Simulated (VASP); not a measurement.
# LiF (P6_3mc) in VASP: a series of runs

LiF is run at these levels: PBE; tasks: single point, relaxation of cell and atoms.

Everything below comes from runs of VASP 6.6.1. Logs are shortened: lines on timing, memory, paths and dates and some standing lists are left out, and cuts for length are marked.

### 1 The cell of the first run

Symmetry: P6_3mc, No. 186, hexagonal system. The conventional cell has a = 3.125 Å, b = 3.125 Å, c = 4.904 Å, α = 90.00°, β = 90.00°, γ = 120.00°. Li (site symmetry 3m) has 4 F at 1.89 to 1.90 Å within 2.5 Å. F (site symmetry 3m) has 4 Li at 1.89 to 1.90 Å within 2.5 Å.

### 2 Single point, PBE

Contents of INCAR:

```
SYSTEM = LiF
PREC = Accurate ; ENCUT = 520
EDIFF = 1E-6 ; ISMEAR = 0
SIGMA = 0.02 ; LREAL = .FALSE.
LASPH = .TRUE. ; NELM = 60
ALGO = Normal ; ISIF = 2
LWAVE = .FALSE. ; LCHARG = .FALSE.
GGA = PE ; NBANDS = 18
```

Contents of KPOINTS:

```
regular mesh
0
G
  9 9 6
  0 0 0
```

Contents of POSCAR:

```
LiF
1.0
    3.1245710137      0.0000000000      0.0000000000
   -1.5622855068      2.7059578738      0.0000000000
    0.0000000000      0.0000000000      4.9040161794
Li F
2 2
Direct
    0.3333333333      0.6666666667      0.3808990472
    0.6666666667      0.3333333333      0.8808990472
    0.3333333333      0.6666666667      0.9940989528
    0.6666666667      0.3333333333      0.4940989528
```

Potentials or basis: VASP PAW PBE potentials, release 64 (Li_sv, F).

Command:

```bash
$ cat potpaw_PBE.64/Li_sv/POTCAR potpaw_PBE.64/F/POTCAR > POTCAR
$ mpirun -np 1 vasp_std > vasp.out
```

OUTCAR:

```text
SYSTEM = LiF
   PREC = Accurate
   ENCUT = 520
   EDIFF = 1E-6
   ISMEAR = 0
   LREAL = .FALSE.
   LASPH = .TRUE.
   NELM = 60
   ISIF = 2
   GGA = PE

 ion  position               nearest neighbor table
   1  0.333  0.667  0.381-   4 1.89   4 1.89   4 1.89   3 1.90
   2  0.667  0.333  0.881-   3 1.89   3 1.89   3 1.89   4 1.90
   3  0.333  0.667  0.994-   2 1.89   2 1.89   2 1.89   1 1.90
   4  0.667  0.333  0.494-   1 1.89   1 1.89   1 1.89   2 1.90

  LATTYP: Found a hexagonal cell.
 ALAT       =     3.1245710137
 C/A-ratio  =     1.5695006316

  Lattice vectors:

 A1 = (   3.1245710137,   0.0000000000,   0.0000000000)
 A2 = (  -1.5622855068,   2.7059578738,   0.0000000000)
 A3 = (   0.0000000000,   0.0000000000,   4.9040161794)

Analysis of symmetry for initial positions (statically):
=====================================================================
 Subroutine PRICEL returns:
 Original cell was already a primitive cell.

 Routine SETGRP: Setting up the symmetry group for a
 hexagonal supercell.

 Subroutine GETGRP returns: Found 12 space group operations
 (whereof  6 operations were pure point group operations)
 out of a pool of 24 trial point group operations.

The static configuration has the point symmetry C_3v.
 The point group associated with its full space group is C_6v.

Analysis of symmetry for dynamics (positions and initial velocities):
=====================================================================
 Subroutine PRICEL returns:
 Original cell was already a primitive cell.

 Routine SETGRP: Setting up the symmetry group for a
 hexagonal supercell.

 Subroutine GETGRP returns: Found 12 space group operations
 (whereof  6 operations were pure point group operations)
 out of a pool of 24 trial point group operations.

The dynamic configuration has the point symmetry C_3v.
 The point group associated with its full space group is C_6v.

 Subroutine INISYM returns: Found 12 space group operations
 (whereof  6 operations are pure point group operations),
 and found     1 'primitive' translations

----------------------------------------------------------------------------------------

                                     Primitive cell

  volume of cell :      41.4632

  direct lattice vectors                    reciprocal lattice vectors
     3.124571014  0.000000000  0.000000000     0.320043934  0.184777452  0.000000000
    -1.562285507  2.705957874  0.000000000     0.000000000  0.369554903  0.000000000
     0.000000000  0.000000000  4.904016179     0.000000000  0.000000000  0.203914499

  length of vectors
     3.124571014  3.124571014  4.904016179     0.369554903  0.369554903  0.203914499

  position of ions in fractional coordinates (direct lattice)
     0.333333333  0.666666667  0.380899047
     0.666666667  0.333333333  0.880899047
     0.333333333  0.666666667  0.994098953
     0.666666667  0.333333333  0.494098953

  ion indices of the primitive-cell ions
   primitive index   ion index
                 1           1
                 2           2
                 3           3
                 4           4

----------------------------------------------------------------------------------------

 KPOINTS: regular mesh

Automatic generation of k-mesh.
 Grid dimensions read from file:
 generate k-points for:    9    9    6

 Generating k-lattice:

  Cartesian coordinates                     Fractional coordinates (reciprocal lattice)
     0.035560437  0.020530828  0.000000000     0.111111111  0.000000000  0.000000000
     0.000000000  0.041061656  0.000000000     0.000000000  0.111111111  0.000000000
     0.000000000  0.000000000  0.033985750     0.000000000  0.000000000  0.166666667

  Length of vectors
     0.041061656  0.041061656  0.033985750

  Shift w.r.t. Gamma in fractional coordinates (k-lattice)
     0.000000000  0.000000000  0.000000000

 Subroutine IBZKPT returns following result:
 ===========================================

 Found     48 irreducible k-points:

 Following reciprocal coordinates:
            Coordinates               Weight
  0.000000  0.000000  0.000000      1.000000
  0.111111  0.000000  0.000000      6.000000
  0.222222  0.000000  0.000000      6.000000
  0.333333  0.000000  0.000000      6.000000
  0.444444  0.000000  0.000000      6.000000
  0.111111  0.111111  0.000000      6.000000
[... 16 lines left out ...]
  0.333333  0.222222  0.166667     24.000000
  0.333333  0.333333  0.166667      4.000000
 [... further k-points ...]
   k-points           NKPTS =     48   k-points in BZ     NKDIM =     48   number of bands    NBANDS=     18
   number of dos      NEDOS =    301   number of ions     NIONS =      4
   total plane-waves  NPLWV =  20736
   dimension x,y,z NGX =    24 NGY =   24 NGZ =   36
   dimension x,y,z NGXF=    48 NGYF=   48 NGZF=   72
   ions per type =               2   2
   NGX,Y,Z   is equivalent  to a cutoff of  12.77, 12.77, 12.20 a.u.
   NGXF,Y,Z  is equivalent  to a cutoff of  25.54, 25.54, 24.41 a.u.
 SYSTEM =  LiF
   PREC   = accura    normal or accurate (medium, high low for compatibility)
   ISTART =      0    job   : 0-new  1-cont  2-samecut
   ICHARG =      2    charge: 1-file 2-atom 10-const
   ISPIN  =      1    spin polarized calculation?
   LNONCOLLINEAR =      F non collinear calculations
   LSORBIT =      F    spin-orbit coupling
   LASPH  =      T    aspherical Exc in radial PAW
   ENCUT  =  520.0 eV  38.22 Ry    6.18 a.u.   5.81  5.81  9.12*2*pi/ulx,y,z
   NELM   =     60;   NELMIN=  2; NELMDL= -5     # of ELM steps
   EDIFF  = 0.1E-05   stopping-criterion for ELM
   LREAL  =      F    real-space projection
   EDIFFG = 0.1E-04   stopping-criterion for IOM
   NSW    =      0    number of steps for IOM
   IBRION =     -1    ionic relax: 0-MD 1-quasi-New 2-CG
   NFREE  =      0    steps in history (QN), initial steepest desc. (CG)
   ISIF   =      2    stress and relaxation
   ISYM   =      2    0-nonsym 1-usesym 2-fastsym
   POTIM  = 0.5000    time-step for ionic-motion
   TEBEG  =    0.0;   TEEND  =   0.0 temperature during run
   PSTRESS=    0.0 pullay stress
   NELECT =      20.0000    total number of electrons
   NUPDOWN=      -1.0000    fix difference up-down
   EMIN   =  10.00;   EMAX   =-10.00  energy-range for DOS
   EFERMI =   0.00;   METHOD = LEGACY
   ISMEAR =     0;   SIGMA  =   0.02  broadening in eV -4-tet -1-fermi 0-gaus
   EFERMI_NEDOS =   21; number of points for ismear=-14 and -15
   IALGO  =     38    algorithm
   IMIX   =      4    mixing-type and parameters
     AMIX     =   0.40;   BMIX     =  1.00
     AMIX_MAG =   1.60;   BMIX_MAG =  1.00
  volume/ion in A,a.u.               =      10.37        69.95
  Fermi-wavevector in a.u.,A,eV,Ry     =   1.283898  2.426215 22.427749  1.648393
  Thomas-Fermi vector in A             =   2.416123
   LORBIT       =      0    0 simple, 1 ext, 2 COOP (PROOUT), +10 PAW based schemes
   GGA     = PE    functional components
   LHFCALC =     F    Hartree Fock is set to
   AEXX    =    0.0000 exact exchange contribution
   IVDW    =     0    specifies the selected vdW correction
   LEPSILON=     F    determine dielectric tensor
   LRPA    =     F    only Hartree local field effects (RPA)
 non-spin polarized calculation
 Gauss-broadening in eV      SIGMA  =   0.02
  energy-cutoff  :      520.00
  volume of cell :       41.46
 maximum number of plane-waves:      1134
 NGX is ok and might be reduce to    24
   NGX = 11   NGY = 11   NGZ = 19

 number of electron      19.9999963 magnetization

 Free energy of the ion-electron system (eV)
  ---------------------------------------------------
  ext. energy  EPLUGINS =         0.00000000
  ---------------------------------------------------
  free energy    TOTEN  =       -19.30038087 eV

  energy without entropy =      -19.30038087  energy(sigma->0) =      -19.30038087

 E-fermi :  -2.4225     XC(G=0):  -8.6440

 val. band max:       -2.6673175015   @ k =   0.0000   0.0000   0.0000
 cond. band min:       4.9233475930   @ k =   0.0000   0.0000   0.0000
 fundamental gap:      7.5906650946
 Fermi energy:        -2.4225314458

 k-point     1 :       0.0000    0.0000    0.0000
  band No.  band energies     occupation
      1     -43.2200      2.00000
      2     -43.1865      2.00000
      3     -22.0316      2.00000
      4     -21.8159      2.00000
      5      -4.6973      2.00000
      6      -3.1008      2.00000
[... 10 lines left out ...]
     17      16.5878      0.00000
     18      17.2790      0.00000

 k-point     2 :       0.1111    0.0000    0.0000
  band No.  band energies     occupation
      1     -43.2170      2.00000
      2     -43.1852      2.00000
      3     -22.0164      2.00000
      4     -21.8119      2.00000
      5      -4.6360      2.00000
      6      -3.2279      2.00000
[... 10 lines left out ...]
     17      16.7515      0.00000
     18      17.2763      0.00000

 k-point     3 :       0.2222    0.0000    0.0000
  band No.  band energies     occupation
      1     -43.2090      2.00000
      2     -43.1823      2.00000
      3     -21.9756      2.00000
      4     -21.8035      2.00000
      5      -4.4798      2.00000
      6      -3.5829      2.00000
[... 10 lines left out ...]
     17      16.8120      0.00000
     18      16.9280      0.00000

 k-point     4 :       0.3333    0.0000    0.0000
  band No.  band energies     occupation
      1     -43.1991      2.00000
      2     -43.1799      2.00000
      3     -21.9225      2.00000
      4     -21.7999      2.00000
      5      -4.3926      2.00000
      6      -3.8678      2.00000
[... 375 lines left out ...]
      4     -21.8073      2.00000
      5      -4.2512      2.00000
      6      -4.1636      2.00000
[... 10 lines left out ...]
     17      16.5958      0.00000
     18      17.8246      0.00000

 k-point    23 :       0.3333    0.2222    0.1667
  band No.  band energies     occupation
      1     -43.1869      2.00000
      2     -43.1804      2.00000
      3     -21.8541      2.00000
      4     -21.8137      2.00000
      5      -4.4767      2.00000
      6      -3.9787      2.00000
[... 10 lines left out ...]
     17      16.0465      0.00000
     18      17.8705      0.00000

 k-point    24 :       0.3333    0.3333    0.1667
  band No.  band energies     occupation
      1     -43.1826      2.00000
      2     -43.1826      2.00000
      3     -21.8284      2.00000
      4     -21.8284      2.00000
      5      -4.5199      2.00000
      6      -3.8123      2.00000
[... 10 lines left out ...]
     17      15.5575      0.00000
     18      17.9278      0.00000

 [... further k-points ...]
[... 5 lines left out ...]
  --------------------------------------------------------------------------------------
  -------------------------------------------------------------------------------------
  Total       -0.0479219     -0.0479219     -0.0598753     -0.0000000     -0.0000000      0.0000000
  in kB       -1.8517445     -1.8517445     -2.3136375     -0.0000000     -0.0000000      0.0000000
  external PRESSURE =      -2.0057088 kB  Pullay stress =       0.0000000 kB

 VOLUME and BASIS-vectors are now :
 -----------------------------------------------------------------------------
  energy-cutoff  :      520.00
  volume of cell :       41.46
      direct lattice vectors                 reciprocal lattice vectors
     3.124571014  0.000000000  0.000000000     0.320043934  0.184777452  0.000000000
    -1.562285507  2.705957874  0.000000000     0.000000000  0.369554903  0.000000000
     0.000000000  0.000000000  4.904016179     0.000000000  0.000000000  0.203914499

 POSITION                                       TOTAL-FORCE (eV/Angst)
 -----------------------------------------------------------------------------------
     -0.00000      1.80397      1.86794        -0.000000     -0.000000     -0.000790
      1.56229      0.90199      4.31994         0.000000      0.000000     -0.000790
     -0.00000      1.80397      4.87508        -0.000000     -0.000000      0.000790
      1.56229      0.90199      2.42307         0.000000      0.000000      0.000790
 -----------------------------------------------------------------------------------
    total drift:                                0.000000      0.000001     -0.004973

  FREE ENERGIE OF THE ION-ELECTRON SYSTEM (eV)
  ---------------------------------------------------
  free  energy   TOTEN  =       -19.3003808709 eV

  energy  without entropy=      -19.3003808709  energy(sigma->0) =      -19.30038087
```

Run time: 12 s. Hardware: 1 thread of AMD EPYC 9R45 (Zen 5), shared host; peak memory 0.13 GiB.

What came out:

- Free energy: -19.3004 eV
- Band gap on the k mesh: 7.59 eV, direct

Caveat: the cutoff is under 1.25 times the usual one of these potentials, so pressure, stress and relaxed cells hold a basis-set (Pulay) error.

### 3 Relaxation of cell and atoms, PBE

This run uses another cell than the first one, of 9.75 Å³/atom, 0.941 times its volume.

Contents of INCAR:

```
SYSTEM = LiF
PREC     = Accurate       ! precision mode
ENCUT    = 600            ! plane-wave cutoff, eV
EDIFF    = 1E-6           ! SCF threshold, eV
ISMEAR   = 0              ! smearing method
SIGMA    = 0.02           ! smearing width, eV
LREAL    = .FALSE.        ! projectors in reciprocal space
LASPH    = .TRUE.         ! aspherical terms in the spheres
NELM     = 100            ! most SCF steps
ALGO     = Normal         ! electronic algorithm
ISIF     = 3              ! what is computed and relaxed
LWAVE    = .FALSE.        ! write WAVECAR
LCHARG   = .FALSE.        ! write CHGCAR
GGA      = PE             ! functional
IBRION   = 2              ! ionic algorithm
NSW      = 100            ! ionic steps
EDIFFG   = -0.005         ! ionic threshold
```

Contents of KPOINTS:

```
Automatic mesh
0
G
  9 9 6
  0 0 0
```

Contents of POSCAR:

```
LiF
1.0
    3.0609398175      0.0000000000      0.0000000000
   -1.5304699087      2.6508516414      0.0000000000
    0.0000000000      0.0000000000      4.8073245700
Li F
2 2
Direct
    0.3333333300      0.6666666700      0.3811542600
    0.6666666700      0.3333333300      0.8811542600
    0.3333333300      0.6666666700      0.9938437400
    0.6666666700      0.3333333300      0.4938437400
```

Potentials or basis: VASP PAW PBE potentials, release 64 (Li_sv, F).

Command:

```bash
$ cat potpaw_PBE.64/Li_sv/POTCAR potpaw_PBE.64/F/POTCAR > POTCAR
$ mpirun -np 1 vasp_std > vasp.out
```

Run time: 23 s. Hardware: 1 thread of AMD EPYC 9R45 (Zen 5), shared host; peak memory 0.14 GiB.

Results (log left out):

```
Free energy                            : -19.2966 eV
Relaxed volume                         : 10.31 Å³/atom
Relaxed cell                           : a = 3.121 Å, b = 3.121 Å, c = 4.889 Å, α = 90.00°, β = 90.00°, γ = 120.00°
Space group after relaxing (to 0.05 Å) : P6_3mc (No. 186)
Energy gained by relaxing              : 5.3 meV/atom
Ionic steps                            : 3
Pressure after relaxing                : 0.0 GPa
Band gap on the k mesh                 : 7.61 eV, direct
```

Step by step:
| step | energy change (eV) | largest force (eV/Å) | pressure (GPa) | volume (Å³) |
| --- | --- | --- | --- | --- |
| 1 | 0.0000 | 0.0021 | 3.22 | 39.01 |
| 2 | -0.0163 | 0.0002 | 1.47 | 40.12 |
| 3 | -0.0213 | 0.0013 | -0.04 | 41.25 |

Final structure:
```xyz
4
Lattice="3.1213 0.0000 0.0000 -1.5606 2.7031 0.0000 0.0000 0.0000 4.8893" Properties=species:S:1:pos:R:3 pbc="T T T"
Li    0.0000    1.8021    1.8634
Li    1.5606    0.9010    4.3080
F     0.0000    1.8021    4.8594
F     1.5606    0.9010    2.4148
```

Levels at points of the mesh, in eV from the valence-band top:
```tsv
k point	band 6	band 7	band 8	band 9	band 10	band 11	band 12	band 13	band 14
(0.00, 0.00, 0.00)	-0.44	-0.44	-0.14	-0.14	0.00	7.61	11.84	14.91	18.28
(0.00, 0.00, 0.50)	-1.08	-0.29	-0.29	-0.29	-0.29	9.28	9.28	17.33	17.33
```

Caveat: the cutoff is under 1.25 times the usual one of these potentials, so pressure, stress and relaxed cells hold a basis-set (Pulay) error.
